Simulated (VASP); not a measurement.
# Cu in VASP: notebook

The runs below take Cu through single point, with PBE.

All numbers are computed with VASP 6.6.1; they aren't measurements. Logs are shortened: lines on timing, memory, paths and dates and some standing lists are left out, and cuts for length are marked.

## 1. The cell of the first run

The structure is cubic, space group Fm-3m (No. 225). Conventional cell: a = 3.723 Å, b = 3.723 Å, c = 3.723 Å, α = 90.00°, β = 90.00°, γ = 90.00°. Cu (site symmetry m-3m) has 12 Cu at 2.63 Å within 3.5 Å.

## 2. Single point, PBE (strain +0.030 along x and y, +0.030 along z)

INCAR reads:

```
PREC = Accurate ; ENCUT = 520
EDIFF = 1E-6 ; ISMEAR = 0
SIGMA = 0.15 ; LREAL = F
LASPH = T ; NELM = 80
ALGO = Normal ; ISIF = 2
LWAVE = F ; LCHARG = T
GGA = PE ; LELF = T
LVHAR = T ; NBANDS = 12
```

KPOINTS reads:

```
regular mesh
0
Gamma
  22 22 22
```

POSCAR reads:

```
Cu
1.0
    0.0000000000      1.8617250000      1.8617250000
    1.8617250000      0.0000000000      1.8617250000
    1.8617250000      1.8617250000      0.0000000000
Cu
1
Direct
    0.0000000000      0.0000000000      0.0000000000
```

Potentials or basis: VASP PAW PBE potentials, release 64 (Cu).

Run with:

```bash
$ cat potpaw_PBE.64/Cu/POTCAR > POTCAR
$ mpirun -np 1 vasp_std > vasp.out
```

OUTCAR:

```text
PREC = Accurate
   ENCUT = 520
   EDIFF = 1E-6
   ISMEAR = 0
   LREAL = F
   LASPH = T
   NELM = 80
   ISIF = 2
   GGA = PE

 ion  position               nearest neighbor table
   1  0.000  0.000  0.000-

  LATTYP: Found a face centered cubic cell.
 ALAT       =     3.7234500000

  Lattice vectors:

 A1 = (   0.0000000000,   1.8617250000,   1.8617250000)
 A2 = (   1.8617250000,   0.0000000000,   1.8617250000)
 A3 = (   1.8617250000,   1.8617250000,   0.0000000000)

Analysis of symmetry for initial positions (statically):
=====================================================================
 Subroutine PRICEL returns:
 Original cell was already a primitive cell.

 Routine SETGRP: Setting up the symmetry group for a
 face centered cubic supercell.

 Subroutine GETGRP returns: Found 48 space group operations
 (whereof 48 operations were pure point group operations)
 out of a pool of 48 trial point group operations.

The static configuration has the point symmetry O_h .

Analysis of symmetry for dynamics (positions and initial velocities):
=====================================================================
 Subroutine PRICEL returns:
 Original cell was already a primitive cell.

 Routine SETGRP: Setting up the symmetry group for a
 face centered cubic supercell.

 Subroutine GETGRP returns: Found 48 space group operations
 (whereof 48 operations were pure point group operations)
 out of a pool of 48 trial point group operations.

The dynamic configuration has the point symmetry O_h .

 Subroutine INISYM returns: Found 48 space group operations
 (whereof 48 operations are pure point group operations),
 and found     1 'primitive' translations

----------------------------------------------------------------------------------------

                                     Primitive cell

  volume of cell :      12.9056

  direct lattice vectors                    reciprocal lattice vectors
     0.000000000  1.861725000  1.861725000    -0.268568129  0.268568129  0.268568129
     1.861725000  0.000000000  1.861725000     0.268568129 -0.268568129  0.268568129
     1.861725000  1.861725000  0.000000000     0.268568129  0.268568129 -0.268568129

  length of vectors
     2.632876744  2.632876744  2.632876744     0.465173645  0.465173645  0.465173645

  position of ions in fractional coordinates (direct lattice)
     0.000000000  0.000000000  0.000000000

  ion indices of the primitive-cell ions
   primitive index   ion index
                 1           1

----------------------------------------------------------------------------------------

 KPOINTS: regular mesh

Automatic generation of k-mesh.
 Grid dimensions read from file:
 generate k-points for:   22   22   22

 Generating k-lattice:

  Cartesian coordinates                     Fractional coordinates (reciprocal lattice)
    -0.012207642  0.012207642  0.012207642     0.045454545  0.000000000  0.000000000
     0.012207642 -0.012207642  0.012207642     0.000000000  0.045454545  0.000000000
     0.012207642  0.012207642 -0.012207642     0.000000000  0.000000000  0.045454545

  Length of vectors
     0.021144257  0.021144257  0.021144257

  Shift w.r.t. Gamma in fractional coordinates (k-lattice)
     0.000000000  0.000000000  0.000000000

 Subroutine IBZKPT returns following result:
 ===========================================

 Found    328 irreducible k-points:

 Following reciprocal coordinates:
            Coordinates               Weight
  0.000000  0.000000  0.000000      1.000000
  0.045455  0.000000  0.000000      8.000000
  0.090909  0.000000  0.000000      8.000000
  0.136364  0.000000  0.000000      8.000000
  0.181818  0.000000  0.000000      8.000000
  0.227273  0.000000  0.000000      8.000000
[... 16 lines left out ...]
  0.500000  0.045455  0.000000     24.000000
 -0.454545  0.045455  0.000000     24.000000
 [... further k-points ...]
   k-points           NKPTS =    328   k-points in BZ     NKDIM =    328   number of bands    NBANDS=     12
   number of dos      NEDOS =    301   number of ions     NIONS =      1
   total plane-waves  NPLWV =   8000
   dimension x,y,z NGX =    20 NGY =   20 NGZ =   20
   dimension x,y,z NGXF=    40 NGYF=   40 NGZF=   40
   ions per type =               1
   NGX,Y,Z   is equivalent  to a cutoff of  12.63, 12.63, 12.63 a.u.
   NGXF,Y,Z  is equivalent  to a cutoff of  25.26, 25.26, 25.26 a.u.
 SYSTEM =  unknown system
   PREC   = accura    normal or accurate (medium, high low for compatibility)
   ISTART =      0    job   : 0-new  1-cont  2-samecut
   ICHARG =      2    charge: 1-file 2-atom 10-const
   ISPIN  =      1    spin polarized calculation?
   LNONCOLLINEAR =      F non collinear calculations
   LSORBIT =      F    spin-orbit coupling
   LASPH  =      T    aspherical Exc in radial PAW
   ENCUT  =  520.0 eV  38.22 Ry    6.18 a.u.   4.90  4.90  4.90*2*pi/ulx,y,z
   NELM   =     80;   NELMIN=  2; NELMDL= -5     # of ELM steps
   EDIFF  = 0.1E-05   stopping-criterion for ELM
   LREAL  =      F    real-space projection
   EDIFFG = 0.1E-04   stopping-criterion for IOM
   NSW    =      0    number of steps for IOM
   IBRION =     -1    ionic relax: 0-MD 1-quasi-New 2-CG
   NFREE  =      0    steps in history (QN), initial steepest desc. (CG)
   ISIF   =      2    stress and relaxation
   ISYM   =      2    0-nonsym 1-usesym 2-fastsym
   POTIM  = 0.5000    time-step for ionic-motion
   TEBEG  =    0.0;   TEEND  =   0.0 temperature during run
   PSTRESS=    0.0 pullay stress
   NELECT =      11.0000    total number of electrons
   NUPDOWN=      -1.0000    fix difference up-down
   EMIN   =  10.00;   EMAX   =-10.00  energy-range for DOS
   EFERMI =   0.00;   METHOD = LEGACY
   ISMEAR =     0;   SIGMA  =   0.15  broadening in eV -4-tet -1-fermi 0-gaus
   EFERMI_NEDOS =   21; number of points for ismear=-14 and -15
   IALGO  =     38    algorithm
   IMIX   =      4    mixing-type and parameters
     AMIX     =   0.40;   BMIX     =  1.00
     AMIX_MAG =   1.60;   BMIX_MAG =  1.00
  volume/ion in A,a.u.               =      12.91        87.09
  Fermi-wavevector in a.u.,A,eV,Ry     =   1.552197  2.933227 32.780731  2.409316
  Thomas-Fermi vector in A             =   2.656607
   LORBIT       =      0    0 simple, 1 ext, 2 COOP (PROOUT), +10 PAW based schemes
   GGA     = PE    functional components
   LHFCALC =     F    Hartree Fock is set to
   AEXX    =    0.0000 exact exchange contribution
   IVDW    =     0    specifies the selected vdW correction
   LEPSILON=     F    determine dielectric tensor
   LRPA    =     F    only Hartree local field effects (RPA)
 non-spin polarized calculation
 Gauss-broadening in eV      SIGMA  =   0.15
  energy-cutoff  :      520.00
  volume of cell :       12.91
 maximum number of plane-waves:       360
   NGX =  9   NGY =  9   NGZ =  9

 number of electron      11.0000000 magnetization

 Free energy of the ion-electron system (eV)
  ---------------------------------------------------
  ext. energy  EPLUGINS =         0.00000000
  ---------------------------------------------------
  free energy    TOTEN  =        -3.70557845 eV

  energy without entropy =       -3.70263692  energy(sigma->0) =       -3.70410768

 E-fermi :   6.5310     XC(G=0): -12.2193

 val. band max:        6.4754312988   @ k =   0.4545   0.2727   0.0000
 cond. band min:       6.5522550638   @ k =   0.4545   0.4091   0.0455
 fundamental gap:      0.0768237650
 Fermi energy:         6.5309574313

 k-point     1 :       0.0000    0.0000    0.0000
  band No.  band energies     occupation
      1      -2.1606      2.00000
      2       3.7670      2.00000
      3       3.7670      2.00000
      4       3.7670      2.00000
      5       4.4828      2.00000
      6       4.4828      2.00000
      7      28.4161      0.00000
      8      30.3861      0.00000
      9      30.3861      0.00000
     10      30.3861      0.00000
     11      32.8396      0.00000
     12      32.8396      0.00000

 k-point     2 :       0.0455    0.0000    0.0000
  band No.  band energies     occupation
      1      -2.0898      2.00000
      2       3.7532      2.00000
      3       3.7797      2.00000
      4       3.7797      2.00000
      5       4.4778      2.00000
      6       4.4778      2.00000
      7      27.9383      0.00000
      8      29.4219      0.00000
      9      30.1363      0.00000
     10      30.1363      0.00000
     11      33.1965      0.00000
     12      33.1966      0.00000

 k-point     3 :       0.0909    0.0000    0.0000
  band No.  band energies     occupation
      1      -1.8790      2.00000
      2       3.7144      2.00000
      3       3.8144      2.00000
      4       3.8144      2.00000
      5       4.4660      2.00000
      6       4.4660      2.00000
      7      26.0786      0.00000
      8      28.9659      0.00000
      9      29.6258      0.00000
     10      29.6258      0.00000
     11      34.0172      0.00000
     12      34.0172      0.00000
[... 286 lines left out ...]
 k-point    23 :       0.5000    0.0455    0.0000
  band No.  band energies     occupation
      1       1.9670      2.00000
      2       3.7185      2.00000
      3       3.7624      2.00000
      4       4.7527      2.00000
      5       4.9806      2.00000
      6       6.0206      2.00000
      7       9.9557      0.00000
      8      26.1520      0.00000
      9      26.6871      0.00000
     10      26.9669      0.00000
     11      31.0307      0.00000
     12      31.2760      0.00000

 k-point    24 :      -0.4545    0.0455    0.0000
  band No.  band energies     occupation
      1       1.9532      2.00000
      2       3.7241      2.00000
      3       3.7627      2.00000
      4       4.7457      2.00000
      5       4.9541      2.00000
      6       5.9016      2.00000
      7      10.1540      0.00000
      8      25.8308      0.00000
      9      27.0695      0.00000
     10      27.0765      0.00000
     11      30.7351      0.00000
     12      31.4774      0.00000

 [... further k-points ...]

------------------------ aborting loop because EDIFF is reached ----------------------------------------

  FORCE on cell =-STRESS in cart. coord.  units (eV):
  Direction    XX          YY          ZZ          XY          YZ          ZX
  --------------------------------------------------------------------------------------
  -------------------------------------------------------------------------------------
  Total       -0.6664015     -0.6664015     -0.6664015     -0.0000000      0.0000000      0.0000000
  in kB      -82.7313194    -82.7313194    -82.7313194     -0.0000000      0.0000000      0.0000000
  external PRESSURE =     -82.7313194 kB  Pullay stress =       0.0000000 kB

 VOLUME and BASIS-vectors are now :
 -----------------------------------------------------------------------------
  energy-cutoff  :      520.00
  volume of cell :       12.91
      direct lattice vectors                 reciprocal lattice vectors
     0.000000000  1.861725000  1.861725000    -0.268568129  0.268568129  0.268568129
     1.861725000  0.000000000  1.861725000     0.268568129 -0.268568129  0.268568129
     1.861725000  1.861725000  0.000000000     0.268568129  0.268568129 -0.268568129

 POSITION                                       TOTAL-FORCE (eV/Angst)
 -----------------------------------------------------------------------------------
      0.00000      0.00000      0.00000         0.000000      0.000000      0.000000
 -----------------------------------------------------------------------------------
    total drift:                               -0.000000     -0.000000     -0.000000

  FREE ENERGIE OF THE ION-ELECTRON SYSTEM (eV)
  ---------------------------------------------------
  free  energy   TOTEN  =        -3.7055784514 eV

  energy  without entropy=       -3.7026369151  energy(sigma->0) =       -3.70410768
```

It took 87 s on 1 thread of AMD EPYC 7R13, shared host; peak memory 0.13 GiB.

Results:

| Property | Result |
| --- | --- |
| Free energy | -3.7056 eV |
| Pressure | -8.3 GPa |
| Band gap on the k mesh | zero (an odd number of electrons rules out a gap without spin polarisation) |

Caveat: the cell differs from its parent crystal (strain +0.030 along x and y, +0.030 along z); the cell stands under tension.

## 3. Single point, PBE (strain +0.000 along x and y, -0.015 along z)

INCAR reads:

```
SYSTEM = Cu
ALGO = Normal ; EDIFF = 1E-6
ENCUT = 520 ; GGA = PE
ISIF = 2 ; ISMEAR = 0
LASPH = .True. ; LCHARG = .False.
LREAL = .False. ; LWAVE = .False.
NBANDS = 12 ; NELM = 60
PREC = Accurate ; SIGMA = 0.15
```

KPOINTS reads:

```
k-points
0
Gamma
  22 22 22
  0 0 0
```

POSCAR reads:

```
Cu
1.0
    0.0000000000      1.8075000000      1.7803875000
    1.8075000000      0.0000000000      1.7803875000
    1.8075000000      1.8075000000      0.0000000000
Cu
1
Direct
    0.0000000000      0.0000000000      0.0000000000
```

Potentials or basis: VASP PAW PBE potentials, release 64 (Cu).

Run with:

```bash
$ cat potpaw_PBE.64/Cu/POTCAR > POTCAR
$ mpirun -np 1 vasp_std > vasp.out
```

It took 3.8 min on 1 thread of AMD EPYC 7R13, shared host; peak memory 0.19 GiB.

It converged, with:

* Free energy: -3.7248 eV
* Pressure: 4.7 GPa
* Band gap on the k mesh: zero (an odd number of electrons rules out a gap without spin polarisation)

Stress tensor (GPa, compression positive):
```
4.38 0.00 0.00
0.00 4.38 0.00
0.00 0.00 5.25
```

Levels at points of the mesh, in eV from the Fermi level:
| k point | band 3 | band 4 | band 5 | band 6 | band 7 | band 8 | band 9 | band 10 |
| --- | --- | --- | --- | --- | --- | --- | --- | --- |
| (0.00, 0.00, 0.00) | -3.10 | -3.02 | -2.27 | -2.20 | 22.72 | 25.46 | 25.46 | 25.52 |
| (0.50, 0.00, 0.00) | -3.07 | -1.67 | -1.64 | -1.05 | 3.83 | 21.13 | 22.06 | 22.63 |
| (0.50, 0.50, 0.00) | -1.67 | -1.50 | -1.50 | 1.71 | 7.49 | 12.96 | 12.96 | 17.53 |
| (0.50, 0.00, 0.50) | -1.67 | -1.53 | -1.48 | 1.38 | 7.09 | 13.31 | 13.33 | 17.83 |

Caveat: the cell differs from its parent crystal (strain +0.000 along x and y, -0.015 along z); the cell stands under pressure.

## 4. Single point, PBE (strain -0.030 along x and y, -0.030 along z)

INCAR reads:

```
PREC = Accurate
ENCUT = 520
EDIFF = 1E-7
ISMEAR = 0
SIGMA = 0.15
LREAL = F
LASPH = T
NELM = 60
ALGO = Normal
ISIF = 2
LWAVE = F
LCHARG = F
GGA = PE
NBANDS = 12
```

KPOINTS reads:

```
Automatic mesh
0
Gamma
  22 22 22
```

POSCAR reads:

```
Cu
1.0
    0.0000000000      1.7532750000      1.7532750000
    1.7532750000      0.0000000000      1.7532750000
    1.7532750000      1.7532750000      0.0000000000
Cu
1
Direct
    0.0000000000      0.0000000000      0.0000000000
```

Potentials or basis: VASP PAW PBE potentials, release 64 (Cu).

Run with:

```bash
$ cat potpaw_PBE.64/Cu/POTCAR > POTCAR
$ mpirun -np 1 vasp_std > vasp.out
```

OUTCAR:

```text
PREC = Accurate
   ENCUT = 520
   EDIFF = 1E-7
   ISMEAR = 0
   LREAL = F
   LASPH = T
   NELM = 60
   ISIF = 2
   GGA = PE

 ion  position               nearest neighbor table
   1  0.000  0.000  0.000-

  LATTYP: Found a face centered cubic cell.
 ALAT       =     3.5065500000

  Lattice vectors:

 A1 = (   0.0000000000,   1.7532750000,   1.7532750000)
 A2 = (   1.7532750000,   0.0000000000,   1.7532750000)
 A3 = (   1.7532750000,   1.7532750000,   0.0000000000)
[... 537 lines left out ...]
     11      35.6497      0.00000
     12      36.4101      0.00000

 [... further k-points ...]

------------------------ aborting loop because EDIFF is reached ----------------------------------------

  FORCE on cell =-STRESS in cart. coord.  units (eV):
  Direction    XX          YY          ZZ          XY          YZ          ZX
  --------------------------------------------------------------------------------------
  -------------------------------------------------------------------------------------
  Total        1.3115334      1.3115334      1.3115334     -0.0000000     -0.0000000      0.0000000
  in kB      194.9439775    194.9439775    194.9439775     -0.0000000     -0.0000000      0.0000000
  external PRESSURE =     194.9439775 kB  Pullay stress =       0.0000000 kB

 VOLUME and BASIS-vectors are now :
 -----------------------------------------------------------------------------
  energy-cutoff  :      520.00
  volume of cell :       10.78
      direct lattice vectors                 reciprocal lattice vectors
     0.000000000  1.753275000  1.753275000    -0.285180591  0.285180591  0.285180591
     1.753275000  0.000000000  1.753275000     0.285180591 -0.285180591  0.285180591
     1.753275000  1.753275000  0.000000000     0.285180591  0.285180591 -0.285180591

 POSITION                                       TOTAL-FORCE (eV/Angst)
 -----------------------------------------------------------------------------------
      0.00000      0.00000      0.00000         0.000000     -0.000000      0.000000
 -----------------------------------------------------------------------------------
    total drift:                                0.000000      0.000000      0.000000

  FREE ENERGIE OF THE ION-ELECTRON SYSTEM (eV)
  ---------------------------------------------------
  free  energy   TOTEN  =        -3.6630262938 eV

  energy  without entropy=       -3.6603654406  energy(sigma->0) =       -3.66169587
```

stdout:

```text
POSCAR found type information on POSCAR Cu
 POSCAR found :  1 types and       1 ions
 scaLAPACK will be used
 LDA part: xc-table for (Slater+PW92), standard interpolation
 POSCAR, INCAR and KPOINTS ok, starting setup
 FFT: planning ... GRIDC
 FFT: planning ... GRID_SOFT
 FFT: planning ... GRID
 WAVECAR not read
 entering main loop
```

Run time: 28 s. Hardware: 1 thread of Intel Xeon 8259CL, shared host; peak memory 0.15 GiB.

What came out:

- Free energy: -3.6630 eV
- Pressure: 19.5 GPa
- Band gap on the k mesh: zero (an odd number of electrons rules out a gap without spin polarisation)

Levels at points of the mesh, in eV from the Fermi level:
```csv
k point,band 2,band 3,band 4,band 5,band 6,band 7,band 8,band 9,band 10,band 11
"(0.00, 0.00, 0.00)",-3.34,-3.34,-3.34,-2.40,-2.40,23.30,26.67,26.67,26.67,29.27
"(0.50, 0.00, 0.00)",-3.38,-3.38,-1.74,-1.74,-1.30,4.22,21.75,23.51,23.51,26.41
"(0.50, 0.50, 0.00)",-4.95,-1.76,-1.58,-1.58,1.41,7.76,13.79,13.79,18.52,21.81
```

Caveat: the cell differs from its parent crystal (strain -0.030 along x and y, -0.030 along z); the cell stands under pressure.

## 5. Summary

```tsv
cell	gap on the mesh (eV)	pressure (GPa)
a = 2.633 Å, angles 60.0°, 1 atom	none	-8.3
a = 2.537, b = 2.537, c = 2.556 Å, angles 59.8, 59.8, 60.5°, 1 atom	none	4.7
a = 2.480 Å, angles 60.0°, 1 atom	none	19.5
```

Alike in all rows: task single point; level PBE; potentials or basis VASP PAW PBE potentials, release 64 (Cu); no spin polarisation; k mesh 22 × 22 × 22; cutoff (eV) 520; smearing gaussian 0.15 eV.

Caveats: the cell stands under pressure (at least some runs); the cell stands under tension (at least some runs).

Absolute energies hang on the potentials; compare differences alone.
